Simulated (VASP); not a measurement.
The system is GaAs.

```
Ga As
1.0
     0.00000    2.82685    2.82685
     2.82685    0.00000    2.82685
     2.82685    2.82685    0.00000
Ga As
1 1
Cartesian
  0.0000 0.0000 0.0000
  4.2403 4.2403 4.2403
```

```yaml
Program: VASP 6.6.1
Task: relaxation of cell and atoms
Functional: LDA
Potentials_or_basis: VASP PAW LDA potentials, release 64 (Ga_d, As)
Cutoff: 600 eV
k_mesh: 12 × 12 × 12
Occupations: gaussian, width 0.01 eV
Spin: no spin polarisation
```

At the start: pressure -1.6 GPa; volume 22.59 Å³/atom.

Problem. How do energy, volume and symmetry change on relaxing?

Solution. Over 3 steps the energy falls by 2.6 meV/atom and the volume is 22.08 Å³/atom (-2.3 %); space group F-43m (No. 216, to 0.05 Å).

The path:
| step | energy change (eV) | largest force (eV/Å) | pressure (GPa) | volume (Å³) |
| --- | --- | --- | --- | --- |
| 1 | 0.0000 | 0.0000 | -1.62 | 45.18 |
| 2 | -0.0041 | 0.0000 | 0.75 | 43.70 |
| 3 | -0.0052 | 0.0000 | 0.01 | 44.16 |

Final structure:
```yaml
crystal:
  lattice:
    - [0.00000, 2.80543, 2.80543]
    - [2.80543, 0.00000, 2.80543]
    - [2.80543, 2.80543, 0.00000]
  atoms:
    - { symbol: Ga, position: [0.00000, 0.00000, 0.00000] }
    - { symbol: As, position: [0.75000, 0.75000, 0.75000] }
```
